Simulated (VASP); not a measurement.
Set up this calculation in VASP 6.6.1, as the native input.

```yaml
Task: single point
Functional: BLYP
Dispersion: D3(BJ)
Potentials_or_basis: VASP PAW PBE potentials, release 64 (Pd)
Cutoff: 520 eV
k_mesh: 12 × 12 × 12
Occupations: fermi-dirac, width 0.05 eV
Spin: no spin polarisation
Dipole_correction: no
Further_INCAR_settings: ALGO = Normal; EDIFF = 1e-06; NBANDS = 11
```

The structure of Pd lies in POSCAR:

```
Pd
1.0
    0.0000000000      1.9334358480      1.9334358480
    1.9334358480      0.0000000000      1.9334358480
    1.9334358480      1.9334358480      0.0000000000
Pd
1
Direct
    0.0000000000      0.0000000000      0.0000000000
```

These files were run (other wordings do the same):

INCAR

```
SYSTEM = Pd
AGGAC = 1.0
AGGAX = 1.0
ALDAC = 0.0
ALDAX = 1.0
ALGO = Normal
EDIFF = 1E-6
ENCUT = 520
GGA = B5
ISIF = 2
ISMEAR = -1
IVDW = 12
LASPH = .TRUE.
LCHARG = .TRUE.
LELF = .TRUE.
LREAL = .FALSE.
LVHAR = .TRUE.
LWAVE = .FALSE.
NBANDS = 11
NELM = 60
PREC = Accurate
SIGMA = 0.05
VDW_A1 = 0.4298
VDW_A2 = 4.2359
VDW_S6 = 1.0
VDW_S8 = 2.6996
```

KPOINTS

```
k-points
0
G
  12 12 12
  0 0 0
```

Potentials or basis: VASP PAW PBE potentials, release 64 (Pd).

Command:

```bash
$ cat potpaw_PBE.64/Pd/POTCAR > POTCAR
$ mpirun -np 1 vasp_std > vasp.out
```

Results of the run:

| Property | Result |
| --- | --- |
| Pressure | 5.2 GPa |
| Band gap on the k mesh | zero (band 5 reaches 10.95 eV, above the bottom of band 6 at 9.29 eV) |
| Dispersion energy per atom | -1.564 eV |

Caveat: the PAW data sets were made with another functional, which shifts forces and pressure a little; pairwise dispersion overbinds metals, which lowers pressure and volume.

Run time: 11 s on 1 thread of AMD EPYC 7R13 Processor (Zen 3), with other jobs on the host, peak memory 0.11 GiB.
